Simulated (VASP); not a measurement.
# BP (F-43m) in VASP: notebook, part 2 of 2

VASP 6.6.1. Earlier steps stand in the parts before.

## Step 4: Single point, r2SCAN

This run uses another cell than the first one, of 11.45 Å³/atom, 1.043 times its volume.

Input file POSCAR:

```
BP
1.0
    0.0000000000      2.2537713532      2.2537713532
    2.2537713532      0.0000000000      2.2537713532
    2.2537713532      2.2537713532      0.0000000000
B P
1 1
Direct
    0.0000000000      0.0000000000      0.0000000000
    0.2500000000      0.2500000000      0.2500000000
```

Input file INCAR.step1:

```
PREC     = Accurate       # precision mode
ENCUT    = 520            # plane-wave cutoff, eV
ISMEAR   = -1             # smearing method
SIGMA    = 0.02           # smearing width, eV
LREAL    = False          # projectors in reciprocal space
LASPH    = True           # aspherical terms in the spheres
NELM     = 100            # most SCF steps
NBANDS   = 11             # bands
GGA      = PE             # functional
ALGO     = Normal         # electronic algorithm
EDIFF    = 1E-4           # SCF threshold, eV
LWAVE    = True           # write WAVECAR
LCHARG   = False          # write CHGCAR
```

Input file INCAR.step2:

```
PREC     = Accurate       # precision mode
ENCUT    = 520            # plane-wave cutoff, eV
EDIFF    = 1E-6           # SCF threshold, eV
ISMEAR   = -1             # smearing method
SIGMA    = 0.02           # smearing width, eV
LREAL    = False          # projectors in reciprocal space
LASPH    = True           # aspherical terms in the spheres
NELM     = 100            # most SCF steps
ALGO     = Normal         # electronic algorithm
ISIF     = 2              # what is computed and relaxed
LWAVE    = False          # write WAVECAR
LCHARG   = False          # write CHGCAR
METAGGA  = R2SCAN         # meta-GGA
LMIXTAU  = True         
NBANDS   = 11             # bands
ISTART   = 1
```

Input file KPOINTS:

```
Automatic mesh
0
Gamma
  8 8 8
```

Potentials or basis: VASP PAW PBE potentials, release 64 (B, P).

Launch:

```
$ cat potpaw_PBE.64/B/POTCAR potpaw_PBE.64/P/POTCAR > POTCAR
$ cp INCAR.step1 INCAR
$ mpirun -np 1 vasp_std > vasp.out
$ cp INCAR.step2 INCAR
$ mpirun -np 1 vasp_std > vasp.out
```

OUTCAR:

```text
PREC = Accurate
   ENCUT = 520
   EDIFF = 1E-6
   ISMEAR = -1
   LREAL = False
   LASPH = True
   NELM = 100
   ISIF = 2
   METAGGA = R2SCAN
   ISTART = 1

 ion  position               nearest neighbor table
   1  0.000  0.000  0.000-   2 1.95   2 1.95   2 1.95   2 1.95
   2  0.250  0.250  0.250-   1 1.95   1 1.95   1 1.95   1 1.95

  LATTYP: Found a face centered cubic cell.
 ALAT       =     4.5075427064

  Lattice vectors:

 A1 = (   0.0000000000,   2.2537713532,   2.2537713532)
 A2 = (   2.2537713532,   0.0000000000,   2.2537713532)
 A3 = (   2.2537713532,   2.2537713532,   0.0000000000)

Analysis of symmetry for initial positions (statically):
=====================================================================
 Subroutine PRICEL returns:
 Original cell was already a primitive cell.

 Routine SETGRP: Setting up the symmetry group for a
 face centered cubic supercell.

 Subroutine GETGRP returns: Found 24 space group operations
 (whereof 24 operations were pure point group operations)
 out of a pool of 48 trial point group operations.

The static configuration has the point symmetry T_d .

Analysis of symmetry for dynamics (positions and initial velocities):
=====================================================================
 Subroutine PRICEL returns:
 Original cell was already a primitive cell.

 Routine SETGRP: Setting up the symmetry group for a
 face centered cubic supercell.

 Subroutine GETGRP returns: Found 24 space group operations
 (whereof 24 operations were pure point group operations)
 out of a pool of 48 trial point group operations.

The dynamic configuration has the point symmetry T_d .

 Subroutine INISYM returns: Found 24 space group operations
 (whereof 24 operations are pure point group operations),
 and found     1 'primitive' translations

[... 116 lines left out ...]
  Fermi-wavevector in a.u.,A,eV,Ry     =   1.153059  2.178966 18.089568  1.329546
  Thomas-Fermi vector in A             =   2.289706
   LORBIT       =      0    0 simple, 1 ext, 2 COOP (PROOUT), +10 PAW based schemes
   METAGGA = R2SCAN    functional components
   LHFCALC =     F    Hartree Fock is set to
   AEXX    =    0.0000 exact exchange contribution
   IVDW    =     0    specifies the selected vdW correction
   LEPSILON=     F    determine dielectric tensor
   LRPA    =     F    only Hartree local field effects (RPA)
 non-spin polarized calculation
  energy-cutoff  :      520.00
  volume of cell :       22.90
 maximum number of plane-waves:       636
   NGX = 11   NGY = 11   NGZ = 11

 number of electron       8.0000001 magnetization

 Free energy of the ion-electron system (eV)
  ---------------------------------------------------
  ext. energy  EPLUGINS =         0.00000000
  ---------------------------------------------------
  free energy    TOTEN  =       -17.30598416 eV

  energy without entropy =      -17.30598416  energy(sigma->0) =      -17.30598416

 E-fermi :   8.0871     XC(G=0): -11.5923

 val. band max:        7.6321240208   @ k =   0.0000   0.0000   0.0000
 cond. band min:       9.0847589397   @ k =   0.3750   0.3750   0.0000
 fundamental gap:      1.4526349190
 Fermi energy:         8.0870520819

 k-point     1 :       0.0000    0.0000    0.0000
  band No.  band energies     occupation
      1      -8.8153      2.00000
      2       7.6321      2.00000
      3       7.6321      2.00000
      4       7.6321      2.00000
      5      11.3035      0.00000
      6      11.3035      0.00000
      7      11.3035      0.00000
      8      15.9690      0.00000
      9      20.1917      0.00000
     10      20.3353      0.00000
     11      20.3353      0.00000
[... 309 lines left out ...]
 k-point    24 :      -0.3750    0.2500    0.1250
  band No.  band energies     occupation
      1      -4.5277      2.00000
      2      -1.4072      2.00000
      3       2.8024      2.00000
      4       4.2902      2.00000
      5      12.1937      0.00000
      6      13.2639      0.00000
      7      16.6643      0.00000
      8      18.2734      0.00000
      9      18.8211      0.00000
     10      23.0819      0.00000
     11      25.6115      0.00000

 [... further k-points ...]

------------------------ aborting loop because EDIFF is reached ----------------------------------------

  FORCE on cell =-STRESS in cart. coord.  units (eV):
  Direction    XX          YY          ZZ          XY          YZ          ZX
  --------------------------------------------------------------------------------------
  -------------------------------------------------------------------------------------
  Total        0.4094126      0.4094126      0.4094126      0.0000000      0.0000000      0.0000000
  in kB       28.6491820     28.6491820     28.6491820      0.0000000      0.0000000      0.0000000
  external PRESSURE =      28.6491820 kB  Pullay stress =       0.0000000 kB

 VOLUME and BASIS-vectors are now :
 -----------------------------------------------------------------------------
  energy-cutoff  :      520.00
  volume of cell :       22.90
      direct lattice vectors                 reciprocal lattice vectors
     0.000000000  2.253771353  2.253771353    -0.221850366  0.221850366  0.221850366
     2.253771353  0.000000000  2.253771353     0.221850366 -0.221850366  0.221850366
     2.253771353  2.253771353  0.000000000     0.221850366  0.221850366 -0.221850366

 POSITION                                       TOTAL-FORCE (eV/Angst)
 -----------------------------------------------------------------------------------
      0.00000      0.00000      0.00000         0.000000     -0.000000      0.000000
      1.12689      1.12689      1.12689        -0.000000      0.000000     -0.000000
 -----------------------------------------------------------------------------------
    total drift:                                0.000000      0.000000      0.000000

  FREE ENERGIE OF THE ION-ELECTRON SYSTEM (eV)
  ---------------------------------------------------
  free  energy   TOTEN  =       -17.3059841607 eV

  energy  without entropy=      -17.3059841607  energy(sigma->0) =      -17.30598416
```

OUTCAR.step1:

```text
PREC = Accurate
   ENCUT = 520
   ISMEAR = -1
   LREAL = False
   LASPH = True
[... 556 lines left out ...]
      0.00000      0.00000      0.00000        -0.000000     -0.000000     -0.000000
      1.12689      1.12689      1.12689         0.000000      0.000000      0.000000
 -----------------------------------------------------------------------------------
    total drift:                                0.000000      0.000000      0.000000

  FREE ENERGIE OF THE ION-ELECTRON SYSTEM (eV)
  ---------------------------------------------------
  free  energy   TOTEN  =       -12.9207244011 eV

  energy  without entropy=      -12.9207244011  energy(sigma->0) =      -12.92072440
```

Wall time 10 s (1 thread of Intel Xeon 6975P-C (Granite Rapids), shared host); peak memory 0.13 GiB.

Results:

| Item | Value |
| --- | --- |
| Free energy | -17.3060 eV |
| Pressure | 2.9 GPa |
| Band gap on the k mesh | 1.45 eV, indirect (least direct gap 3.67 eV) |

Caveat: the PAW data sets were made with another functional, which shifts forces and pressure a little. r2SCAN opens gaps a little over a GGA but as a rule still falls short of measured ones.

## Step 5: Single point, r2SCAN

This run uses another cell than the first one, of 11.68 Å³/atom, 1.064 times its volume.

Input file POSCAR:

```
BP
1.0
    0.0000000000      2.2690000000      2.2690000000
    2.2690000000      0.0000000000      2.2690000000
    2.2690000000      2.2690000000      0.0000000000
B P
1 1
Direct
    0.0000000000      0.0000000000      0.0000000000
    0.2500000000      0.2500000000      0.2500000000
```

Input file INCAR.step1:

```
SYSTEM = BP
PREC = Accurate
ENCUT = 520
ISMEAR = -1
SIGMA = 0.02
LREAL = .False.
LASPH = .True.
NELM = 100
NBANDS = 11
GGA = PE
ALGO = Normal
EDIFF = 1E-4
LWAVE = .True.
LCHARG = .False.
```

Input file INCAR.step2:

```
SYSTEM = BP
PREC = Accurate
ENCUT = 520
EDIFF = 1E-6
ISMEAR = -1
SIGMA = 0.02
LREAL = .False.
LASPH = .True.
NELM = 100
ALGO = Normal
ISIF = 2
LWAVE = .False.
LCHARG = .False.
METAGGA = R2SCAN
LMIXTAU = .True.
NBANDS = 11
ISTART = 1
```

Input file KPOINTS:

```
Automatic mesh
0
Gamma
  8 8 8
  0 0 0
```

Launch:

```
$ cat potpaw_PBE.64/B/POTCAR potpaw_PBE.64/P/POTCAR > POTCAR
$ cp INCAR.step1 INCAR
$ mpirun -np 1 vasp_std > vasp.out
$ cp INCAR.step2 INCAR
$ mpirun -np 1 vasp_std > vasp.out
```

It took 10 s on 1 thread of Intel Xeon 6975P-C (Granite Rapids), shared host; peak memory 0.13 GiB.

It converged, with:

- Free energy: -17.3095 eV
- Pressure: -0.7 GPa
- Band gap on the k mesh: 1.48 eV, indirect (least direct gap 3.64 eV)

Levels at points of the mesh, in eV from the valence-band top:
```csv
k point,band 2,band 3,band 4,band 5,band 6,band 7
"(0.00, 0.00, 0.00)",0.00,0.00,0.00,3.64,3.64,3.64
"(0.50, 0.00, 0.00)",-9.50,-1.86,-1.86,4.14,5.03,5.03
"(0.50, 0.50, 0.00)",-9.13,-4.34,-4.34,1.54,1.91,13.06
```

Caveat: the PAW data sets were made with another functional, which shifts forces and pressure a little.

## Step 6: Summary

| cell | gap on the mesh (eV) | pressure (GPa) |
| --- | --- | --- |
| a = 3.143 Å, angles 60.0°, 2 atoms | 1.40 | 11.0 |
| a = 3.165 Å, angles 60.0°, 2 atoms | 1.43 | 6.7 |
| a = 3.187 Å, angles 60.0°, 2 atoms | 1.45 | 2.9 |
| a = 3.209 Å, angles 60.0°, 2 atoms | 1.48 | -0.7 |

Alike in all rows: task single point; level r2SCAN; potentials or basis VASP PAW PBE potentials, release 64 (B, P); no spin polarisation; k mesh 8 × 8 × 8; cutoff (eV) 520; smearing fermi-dirac 0.02 eV.

Caveats: the PAW data sets were made with another functional, which shifts forces and pressure a little.

Total energies depend on the potentials used, so only differences within one code and one set of settings carry meaning.
